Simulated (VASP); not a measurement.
# BeZn3Se4 (P3m1) in VASP: single point with PBE

Aim: the single point of BeZn3Se4 with PBE.

Program: VASP 6.6.1. These are calculated values, not measurements. Logs are shortened: lines on timing, memory, paths and dates and some standing lists are left out, and cuts for length are marked.

### Step 1. The cell of the first run

The structure is trigonal, space group P3m1 (No. 156). Conventional cell: a = 3.949 Å, b = 3.949 Å, c = 13.038 Å, α = 90.00°, β = 90.00°, γ = 120.00°. Within 3.0 Å of Be (site symmetry 3m) lie 4 Se at 2.24 to 2.38 Å. Within 3.2 Å of Zn (site symmetry 3m) lie 4 Se at 2.45 to 2.47 Å. Zn (site symmetry 3m) has 4 Se at 2.45 to 2.47 Å within 3.2 Å. Within 3.2 Å of Zn (site symmetry 3m) lie 4 Se at 2.45 to 2.48 Å. Se (site symmetry 3m) has 1 Be at 2.24 Å and 3 Zn at 2.45 Å within 3.0 Å. Se (site symmetry 3m) has 4 Zn at 2.45 to 2.47 Å within 3.2 Å. Se (site symmetry 3m) has 4 Zn at 2.45 to 2.47 Å within 3.2 Å. Within 3.1 Å of Se (site symmetry 3m) lie 3 Be at 2.38 Å and 1 Zn at 2.48 Å.

### Step 2. Single point, PBE

INCAR reads:

```
PREC     = Accurate       # precision mode
ENCUT    = 520            # plane-wave cutoff, eV
EDIFF    = 1E-7           # SCF threshold, eV
ISMEAR   = 0              # smearing method
SIGMA    = 0.02           # smearing width, eV
LREAL    = F              # projectors in reciprocal space
LASPH    = T              # aspherical terms in the spheres
NELM     = 80             # most SCF steps
ALGO     = Normal         # electronic algorithm
ISIF     = 2              # what is computed and relaxed
LWAVE    = F              # write WAVECAR
LCHARG   = F              # write CHGCAR
GGA      = PE             # functional
NBANDS   = 41             # bands
```

KPOINTS reads:

```
Automatic mesh
0
Gamma
  12 12 2
```

POSCAR reads:

```
BeZn3Se4
1.0
    3.9487355239      0.0000000000      0.0000000000
   -1.9743677620      3.4197052765      0.0000000000
    0.0000000000      0.0000000000     13.0379730600
Be Zn Se
1 3 4
Direct
    0.3333333333      0.6666666667      0.0012132356
    0.3333333333      0.6666666667      0.5008499117
    0.6666666667      0.3333333333      0.2425514442
    0.6666666667      0.3333333333      0.7597201728
    0.3333333333      0.6666666667      0.1733884079
    0.3333333333      0.6666666667      0.6903954473
    0.6666666667      0.3333333333      0.4319450735
    0.6666666667      0.3333333333      0.9499363070
```

Potentials or basis: VASP PAW PBE potentials, release 64 (Be, Zn, Se).

On the command line:

```
$ cat potpaw_PBE.64/Be/POTCAR potpaw_PBE.64/Zn/POTCAR potpaw_PBE.64/Se/POTCAR > POTCAR
$ mpirun -np 1 vasp_std > vasp.out
```

OUTCAR:

```text
PREC = Accurate
   ENCUT = 520
   EDIFF = 1E-7
   ISMEAR = 0
   LREAL = F
   LASPH = T
   NELM = 80
   ISIF = 2
   GGA = PE

 ion  position               nearest neighbor table
   1  0.333  0.667  0.001-   5 2.24   8 2.38   8 2.38   8 2.38
   2  0.333  0.667  0.501-   7 2.45   7 2.45   7 2.45   6 2.47
   3  0.667  0.333  0.243-   5 2.45   5 2.45   5 2.45   7 2.47
   4  0.667  0.333  0.760-   6 2.45   6 2.45   6 2.45   8 2.48
   5  0.333  0.667  0.173-   1 2.24   3 2.45   3 2.45   3 2.45
   6  0.333  0.667  0.690-   4 2.45   4 2.45   4 2.45   2 2.47
   7  0.667  0.333  0.432-   2 2.45   2 2.45   2 2.45   3 2.47
   8  0.667  0.333  0.950-   1 2.38   1 2.38   1 2.38   4 2.48

  LATTYP: Found a hexagonal cell.
 ALAT       =     3.9487355239
 C/A-ratio  =     3.3018096505

  Lattice vectors:

 A1 = (   3.9487355239,   0.0000000000,   0.0000000000)
 A2 = (  -1.9743677620,   3.4197052765,   0.0000000000)
 A3 = (   0.0000000000,   0.0000000000,  13.0379730600)

Analysis of symmetry for initial positions (statically):
=====================================================================
 Subroutine PRICEL returns:
 Original cell was already a primitive cell.

 Routine SETGRP: Setting up the symmetry group for a
 hexagonal supercell.

 Subroutine GETGRP returns: Found  6 space group operations
 (whereof  6 operations were pure point group operations)
 out of a pool of 24 trial point group operations.

The static configuration has the point symmetry C_3v.

Analysis of symmetry for dynamics (positions and initial velocities):
=====================================================================
 Subroutine PRICEL returns:
 Original cell was already a primitive cell.

 Routine SETGRP: Setting up the symmetry group for a
 hexagonal supercell.

 Subroutine GETGRP returns: Found  6 space group operations
 (whereof  6 operations were pure point group operations)
 out of a pool of 24 trial point group operations.

The dynamic configuration has the point symmetry C_3v.

 Subroutine INISYM returns: Found  6 space group operations
 (whereof  6 operations are pure point group operations),
 and found     1 'primitive' translations

----------------------------------------------------------------------------------------

                                     Primitive cell

[... 100 lines left out ...]
   ENCUT  =  520.0 eV  38.22 Ry    6.18 a.u.   7.34  7.34 24.24*2*pi/ulx,y,z
   NELM   =     80;   NELMIN=  2; NELMDL= -5     # of ELM steps
   EDIFF  = 0.1E-06   stopping-criterion for ELM
   LREAL  =      F    real-space projection
   EDIFFG = 0.1E-05   stopping-criterion for IOM
   NSW    =      0    number of steps for IOM
   IBRION =     -1    ionic relax: 0-MD 1-quasi-New 2-CG
   NFREE  =      0    steps in history (QN), initial steepest desc. (CG)
   ISIF   =      2    stress and relaxation
   ISYM   =      2    0-nonsym 1-usesym 2-fastsym
   POTIM  = 0.5000    time-step for ionic-motion
   TEBEG  =    0.0;   TEEND  =   0.0 temperature during run
   PSTRESS=    0.0 pullay stress
   NELECT =      62.0000    total number of electrons
   NUPDOWN=      -1.0000    fix difference up-down
   EMIN   =  10.00;   EMAX   =-10.00  energy-range for DOS
   EFERMI =   0.00;   METHOD = LEGACY
   ISMEAR =     0;   SIGMA  =   0.02  broadening in eV -4-tet -1-fermi 0-gaus
   EFERMI_NEDOS =   21; number of points for ismear=-14 and -15
   IALGO  =     38    algorithm
   IMIX   =      4    mixing-type and parameters
     AMIX     =   0.40;   BMIX     =  1.00
     AMIX_MAG =   1.60;   BMIX_MAG =  1.00
  volume/ion in A,a.u.               =      22.01       148.51
  Fermi-wavevector in a.u.,A,eV,Ry     =   1.156076  2.184667 18.184352  1.336512
  Thomas-Fermi vector in A             =   2.292699
   LORBIT       =      0    0 simple, 1 ext, 2 COOP (PROOUT), +10 PAW based schemes
   GGA     = PE    functional components
   LHFCALC =     F    Hartree Fock is set to
   AEXX    =    0.0000 exact exchange contribution
   IVDW    =     0    specifies the selected vdW correction
   LEPSILON=     F    determine dielectric tensor
   LRPA    =     F    only Hartree local field effects (RPA)
 non-spin polarized calculation
 Gauss-broadening in eV      SIGMA  =   0.02
  energy-cutoff  :      520.00
  volume of cell :      176.06
 maximum number of plane-waves:      4788
 NGX is ok and might be reduce to    30
   NGX = 15   NGY = 15   NGZ = 49

 number of electron      61.9999964 magnetization

 Free energy of the ion-electron system (eV)
  ---------------------------------------------------
  ext. energy  EPLUGINS =         0.00000000
  ---------------------------------------------------
  free energy    TOTEN  =       -26.63490232 eV

  energy without entropy =      -26.63490232  energy(sigma->0) =      -26.63490232

 E-fermi :   1.9558     XC(G=0):  -9.2108

 val. band max:        1.8480565110   @ k =   0.0000   0.0000   0.0000
 cond. band min:       3.4389773987   @ k =   0.0000   0.0000   0.0000
 fundamental gap:      1.5909208876
 Fermi energy:         1.9557802711

 k-point     1 :       0.0000    0.0000    0.0000
  band No.  band energies     occupation
      1     -11.4950      2.00000
      2     -11.1493      2.00000
      3     -11.0306      2.00000
      4     -10.5848      2.00000
      5      -4.7460      2.00000
      6      -4.7231      2.00000
[... 1045 lines left out ...]
     40       8.1861      0.00000
     41       8.7421      0.00000

 [... further k-points ...]
[... 5 lines left out ...]
  --------------------------------------------------------------------------------------
  -------------------------------------------------------------------------------------
  Total        0.2349297      0.2349297      0.2020140     -0.0000000      0.0000000     -0.0000000
  in kB        2.1379217      2.1379217      1.8383800     -0.0000000      0.0000000     -0.0000000
  external PRESSURE =       2.0380745 kB  Pullay stress =       0.0000000 kB

 VOLUME and BASIS-vectors are now :
 -----------------------------------------------------------------------------
  energy-cutoff  :      520.00
  volume of cell :      176.06
      direct lattice vectors                 reciprocal lattice vectors
     3.948735524  0.000000000  0.000000000     0.253245626  0.146211430  0.000000000
    -1.974367762  3.419705276  0.000000000     0.000000000  0.292422861  0.000000000
     0.000000000  0.000000000 13.037973060     0.000000000  0.000000000  0.076699039

 POSITION                                       TOTAL-FORCE (eV/Angst)
 -----------------------------------------------------------------------------------
     -0.00000      2.27980      0.01582        -0.000000     -0.000000     -0.006767
     -0.00000      2.27980      6.53007         0.000000     -0.000000      0.004345
      1.97437      1.13990      3.16238        -0.000000     -0.000000      0.005416
      1.97437      1.13990      9.90521        -0.000000     -0.000000      0.010181
     -0.00000      2.27980      2.26063        -0.000000      0.000000     -0.013797
     -0.00000      2.27980      9.00136         0.000000     -0.000000     -0.006627
      1.97437      1.13990      5.63169        -0.000000      0.000000     -0.004719
      1.97437      1.13990     12.38524        -0.000000     -0.000000      0.011968
 -----------------------------------------------------------------------------------
    total drift:                                0.000000     -0.000001      0.001307

  FREE ENERGIE OF THE ION-ELECTRON SYSTEM (eV)
  ---------------------------------------------------
  free  energy   TOTEN  =       -26.6349023162 eV

  energy  without entropy=      -26.6349023162  energy(sigma->0) =      -26.63490232
```

Run time: 11 min. Hardware: 1 thread of Intel Xeon 8259CL, shared host; peak memory 0.42 GiB.

What came out:

- Free energy: -26.6349 eV
- Pressure: 0.2 GPa
- Largest force: 0.014 eV/Å
- Band gap on the k mesh: 1.59 eV

Forces on the atoms (eV/Å):
```
Be   0.000  0.000 -0.007
Zn   0.000  0.000  0.004
Zn   0.000  0.000  0.005
Zn   0.000  0.000  0.010
Se   0.000  0.000 -0.014
Se   0.000  0.000 -0.007
Se   0.000  0.000 -0.005
Se   0.000  0.000  0.012
```

A k mesh can miss the band edges.
